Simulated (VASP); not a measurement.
# MgO: single point with PBE

Crystal: MgO.

```
Mg O
1.0
     3.59170    0.00000    0.00000
    -1.79585    3.11050    0.00000
     0.00000    0.00000    4.40900
Mg O
2 2
Direct
  0.66667 0.33333 0.75000
  0.33333 0.66667 0.25000
  0.66667 0.33333 0.25000
  0.33333 0.66667 0.75000
```

* Program: VASP 6.6.1
* Task: single point
* Functional: PBE
* Potentials or basis: VASP PAW PBE potentials, release 64 (Mg, O)
* Cutoff: 520 eV
* k mesh: 9 × 9 × 6
* Occupations: gaussian, width 0.05 eV
* Spin: no spin polarisation
* Dipole correction: no
* Further INCAR settings: ALGO = Normal; EDIFF = 1e-06; NBANDS = 16

The pressure is -8.9 GPa and the band gap on the k mesh is 2.83 eV.

Stress tensor (GPa, compression positive):
```
 -8.14   0.00   0.00
  0.00  -8.14   0.00
  0.00   0.00 -10.34
```

Levels at points of the mesh, in eV from the valence-band top:
| k point | band 4 | band 5 | band 6 | band 7 | band 8 | band 9 | band 10 | band 11 | band 12 | band 13 |
| --- | --- | --- | --- | --- | --- | --- | --- | --- | --- | --- |
| (0.00, 0.00, 0.00) | -1.53 | -1.53 | -0.73 | -0.73 | 0.00 | 2.83 | 8.46 | 11.12 | 11.90 | 11.90 |
| (0.00, 0.00, 0.50) | -2.24 | -1.15 | -1.15 | -1.15 | -1.15 | 5.79 | 5.79 | 12.26 | 12.26 | 12.26 |

It took 16 s on 1 thread of AMD EPYC 9R45 96-Core Processor (Zen 5), with other jobs on the host, peak memory 0.16 GiB.

Caveat: the cell stands under tension.
